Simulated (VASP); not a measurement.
# Mo (Cmmm) in VASP: notebook, part 2 of 2

VASP 6.6.1. Earlier steps stand in the parts before.

### Step 3. Single point, PBEsol (strain +0.0400 x Voigt [1, 0, 0, 0, 0, 0])

INCAR reads:

```
SYSTEM = Mo
PREC = Accurate ; ENCUT = 520
EDIFF = 1E-7 ; ISMEAR = 0
SIGMA = 0.15 ; LREAL = .FALSE.
LASPH = .TRUE. ; NELM = 80
ALGO = Fast ; ISIF = 2
LWAVE = .FALSE. ; LCHARG = .TRUE.
GGA = PS ; LELF = .TRUE.
LVHAR = .TRUE. ; NBANDS = 13
```

KPOINTS reads:

```
regular mesh
0
G
  18 18 18
  0 0 0
```

POSCAR reads:

```
Mo
1.0
    2.8449308131      0.0000000000      0.0000000000
   -1.4224654065      2.3690214963      0.0000000000
    0.0000000000      0.0000000000      2.5551807000
Mo
1
Direct
    0.0000000000      0.0000000000      0.5000000000
```

Potentials or basis: VASP PAW PBE potentials, release 64 (Mo_sv).

Run with:

```console
$ cat potpaw_PBE.64/Mo_sv/POTCAR > POTCAR
$ mpirun -np 1 vasp_std > vasp.out
```

OUTCAR:

```text
SYSTEM = Mo
   PREC = Accurate
   ENCUT = 520
   EDIFF = 1E-7
   ISMEAR = 0
   LREAL = .FALSE.
   LASPH = .TRUE.
   NELM = 80
   ISIF = 2
   GGA = PS

 ion  position               nearest neighbor table
   1  0.000  0.000  0.500-

  Warning from LATTYP: Monoclinic adjustment (A1->A3, A2->A1, A3->A2)!
  LATTYP: Found a base centered orthorhombic cell.
 ALAT       =     2.8449308131
 B/A-ratio  =     1.6654334688
 C/A-ratio  =     0.8981521407

  Lattice vectors:

 A1 = (   1.4224654065,  -2.3690214963,   0.0000000000)
 A2 = (   1.4224654066,   2.3690214963,   0.0000000000)
 A3 = (   0.0000000000,   0.0000000000,   2.5551807000)

Analysis of symmetry for initial positions (statically):
=====================================================================
 Subroutine PRICEL returns:
 Original cell was already a primitive cell.

 Routine SETGRP: Setting up the symmetry group for a
 base centered orthorhombic supercell.

 Subroutine GETGRP returns: Found  8 space group operations
 (whereof  8 operations were pure point group operations)
 out of a pool of  8 trial point group operations.

The static configuration has the point symmetry D_2h.

Analysis of symmetry for dynamics (positions and initial velocities):
=====================================================================
 Subroutine PRICEL returns:
 Original cell was already a primitive cell.

 Routine SETGRP: Setting up the symmetry group for a
 base centered orthorhombic supercell.

 Subroutine GETGRP returns: Found  8 space group operations
 (whereof  8 operations were pure point group operations)
 out of a pool of  8 trial point group operations.

The dynamic configuration has the point symmetry D_2h.

 Subroutine INISYM returns: Found  8 space group operations
 (whereof  8 operations are pure point group operations),
 and found     1 'primitive' translations

----------------------------------------------------------------------------------------

                                     Primitive cell

  volume of cell :      17.2212

  direct lattice vectors                    reciprocal lattice vectors
     2.844930813  0.000000000  0.000000000     0.351502397  0.211057604  0.000000000
    -1.422465406  2.369021496  0.000000000     0.000000000  0.422115207  0.000000000
     0.000000000  0.000000000  2.555180700     0.000000000  0.000000000  0.391361754

  length of vectors
     2.844930813  2.763271735  2.555180700     0.409999082  0.422115207  0.391361754

  position of ions in fractional coordinates (direct lattice)
     0.000000000  0.000000000  0.500000000

  ion indices of the primitive-cell ions
   primitive index   ion index
                 1           1

----------------------------------------------------------------------------------------

 KPOINTS: regular mesh

Automatic generation of k-mesh.
 Grid dimensions read from file:
 generate k-points for:   18   18   18

 Generating k-lattice:

  Cartesian coordinates                     Fractional coordinates (reciprocal lattice)
     0.019527911  0.011725422  0.000000000     0.055555556  0.000000000  0.000000000
     0.000000000  0.023450845  0.000000000     0.000000000  0.055555556  0.000000000
     0.000000000  0.000000000  0.021742320     0.000000000  0.000000000  0.055555556

  Length of vectors
     0.022777727  0.023450845  0.021742320

  Shift w.r.t. Gamma in fractional coordinates (k-lattice)
     0.000000000  0.000000000  0.000000000

 Subroutine IBZKPT returns following result:
 ===========================================

 Found    910 irreducible k-points:

 Following reciprocal coordinates:
            Coordinates               Weight
  0.000000  0.000000  0.000000      1.000000
  0.055556 -0.000000  0.000000      4.000000
  0.111111 -0.000000  0.000000      4.000000
  0.166667 -0.000000  0.000000      4.000000
  0.222222 -0.000000  0.000000      4.000000
  0.277778  0.000000  0.000000      4.000000
[... 16 lines left out ...]
 -0.333333  0.055556  0.000000      4.000000
 -0.277778  0.055556  0.000000      4.000000
 [... further k-points ...]
   k-points           NKPTS =    910   k-points in BZ     NKDIM =    910   number of bands    NBANDS=     13
   number of dos      NEDOS =    301   number of ions     NIONS =      1
   total plane-waves  NPLWV =  11520
   dimension x,y,z NGX =    24 NGY =   24 NGZ =   20
   dimension x,y,z NGXF=    48 NGYF=   48 NGZF=   40
   ions per type =               1
   NGX,Y,Z   is equivalent  to a cutoff of  14.02, 14.44, 13.01 a.u.
   NGXF,Y,Z  is equivalent  to a cutoff of  28.05, 28.88, 26.02 a.u.
 SYSTEM =  Mo
   PREC   = accura    normal or accurate (medium, high low for compatibility)
   ISTART =      0    job   : 0-new  1-cont  2-samecut
   ICHARG =      2    charge: 1-file 2-atom 10-const
   ISPIN  =      1    spin polarized calculation?
   LNONCOLLINEAR =      F non collinear calculations
   LSORBIT =      F    spin-orbit coupling
   LASPH  =      T    aspherical Exc in radial PAW
   ENCUT  =  520.0 eV  38.22 Ry    6.18 a.u.   5.29  5.14  4.75*2*pi/ulx,y,z
   NELM   =     80;   NELMIN=  2; NELMDL= -5     # of ELM steps
   EDIFF  = 0.1E-06   stopping-criterion for ELM
   LREAL  =      F    real-space projection
   EDIFFG = 0.1E-05   stopping-criterion for IOM
   NSW    =      0    number of steps for IOM
   IBRION =     -1    ionic relax: 0-MD 1-quasi-New 2-CG
   NFREE  =      0    steps in history (QN), initial steepest desc. (CG)
   ISIF   =      2    stress and relaxation
   ISYM   =      2    0-nonsym 1-usesym 2-fastsym
   POTIM  = 0.5000    time-step for ionic-motion
   TEBEG  =    0.0;   TEEND  =   0.0 temperature during run
   PSTRESS=    0.0 pullay stress
   NELECT =      14.0000    total number of electrons
   NUPDOWN=      -1.0000    fix difference up-down
   EMIN   =  10.00;   EMAX   =-10.00  energy-range for DOS
   EFERMI =   0.00;   METHOD = LEGACY
   ISMEAR =     0;   SIGMA  =   0.15  broadening in eV -4-tet -1-fermi 0-gaus
   EFERMI_NEDOS =   21; number of points for ismear=-14 and -15
   IALGO  =     68    algorithm
   IMIX   =      4    mixing-type and parameters
     AMIX     =   0.40;   BMIX     =  1.00
     AMIX_MAG =   1.60;   BMIX_MAG =  1.00
  volume/ion in A,a.u.               =      17.22       116.21
  Fermi-wavevector in a.u.,A,eV,Ry     =   1.527906  2.887324 31.762771  2.334498
  Thomas-Fermi vector in A             =   2.635738
   LORBIT       =      0    0 simple, 1 ext, 2 COOP (PROOUT), +10 PAW based schemes
   GGA     = PS    functional components
   LHFCALC =     F    Hartree Fock is set to
   AEXX    =    0.0000 exact exchange contribution
   IVDW    =     0    specifies the selected vdW correction
   LEPSILON=     F    determine dielectric tensor
   LRPA    =     F    only Hartree local field effects (RPA)
 non-spin polarized calculation
 RMM-DIIS sequential band-by-band and
 Gauss-broadening in eV      SIGMA  =   0.15
  energy-cutoff  :      520.00
  volume of cell :       17.22
 maximum number of plane-waves:       481
 NGX is ok and might be reduce to    24
   NGX = 11   NGY = 11   NGZ =  9

 number of electron      14.0000000 magnetization

 Free energy of the ion-electron system (eV)
  ---------------------------------------------------
  ext. energy  EPLUGINS =         0.00000000
  ---------------------------------------------------
  free energy    TOTEN  =       -10.85003180 eV

  energy without entropy =      -10.84004605  energy(sigma->0) =      -10.84503893

 E-fermi :  10.8041     XC(G=0): -12.9018

 val. band max:       10.8032814114   @ k =   0.2778   0.0000   0.5000
 cond. band min:      10.8113952983   @ k =  -0.3889   0.1667   0.3333
 fundamental gap:      0.0081138869
 Fermi energy:        10.8041350436

 k-point     1 :       0.0000    0.0000    0.0000
  band No.  band energies     occupation
      1     -50.1088      2.00000
      2     -23.5621      2.00000
      3     -23.4890      2.00000
      4     -23.3486      2.00000
      5       4.1571      2.00000
      6       6.6934      2.00000
      7       9.5745      2.00000
      8      10.3755      1.99995
      9      14.7424      0.00000
     10      14.8738      0.00000
     11      23.6695      0.00000
     12      26.7520      0.00000
     13      30.2915      0.00000
[... 353 lines left out ...]
 k-point    24 :      -0.2778    0.0556    0.0000
  band No.  band energies     occupation
      1     -50.0230      2.00000
      2     -24.1161      2.00000
      3     -23.6528      2.00000
      4     -23.2883      2.00000
      5       5.9284      2.00000
      6       7.3277      2.00000
      7       8.8915      2.00000
      8      12.2130      0.00000
      9      13.2355      0.00000
     10      14.5034      0.00000
     11      24.0998      0.00000
     12      26.5660      0.00000
     13      28.9734      0.00000

 [... further k-points ...]
[... 5 lines left out ...]
  --------------------------------------------------------------------------------------
  -------------------------------------------------------------------------------------
  Total       -0.9006121     -1.3383025     -1.2863588     -0.0000000      0.0000000      0.0000000
  in kB      -83.7888137   -124.5095196   -119.6769100     -0.0000000      0.0000000      0.0000000
  external PRESSURE =    -109.3250811 kB  Pullay stress =       0.0000000 kB

 VOLUME and BASIS-vectors are now :
 -----------------------------------------------------------------------------
  energy-cutoff  :      520.00
  volume of cell :       17.22
      direct lattice vectors                 reciprocal lattice vectors
     2.844930813  0.000000000  0.000000000     0.351502397  0.211057604  0.000000000
    -1.422465406  2.369021496  0.000000000     0.000000000  0.422115207  0.000000000
     0.000000000  0.000000000  2.555180700     0.000000000  0.000000000  0.391361754

 POSITION                                       TOTAL-FORCE (eV/Angst)
 -----------------------------------------------------------------------------------
      0.00000      0.00000      1.27759         0.000000      0.000000      0.000000
 -----------------------------------------------------------------------------------
    total drift:                               -0.000000     -0.000000     -0.000000

  FREE ENERGIE OF THE ION-ELECTRON SYSTEM (eV)
  ---------------------------------------------------
  free  energy   TOTEN  =       -10.8500318020 eV

  energy  without entropy=      -10.8400460502  energy(sigma->0) =      -10.84503893
```

Wall time 1.9 min (1 thread of Intel Xeon Platinum 8259CL at 2.50GHz (Skylake/Cascade Lake), shared host); peak memory 0.29 GiB.

What came out:

```
Free energy            : -10.8500 eV
Pressure               : -10.9 GPa
Band gap on the k mesh : zero (band 7 reaches 11.96 eV, above the bottom of band 8 at 10.02 eV)
```

Caveat: the cell differs from its parent crystal (strain +0.0400 x Voigt [1, 0, 0, 0, 0, 0]); the PAW data sets were made with another functional, which shifts forces and pressure a little.
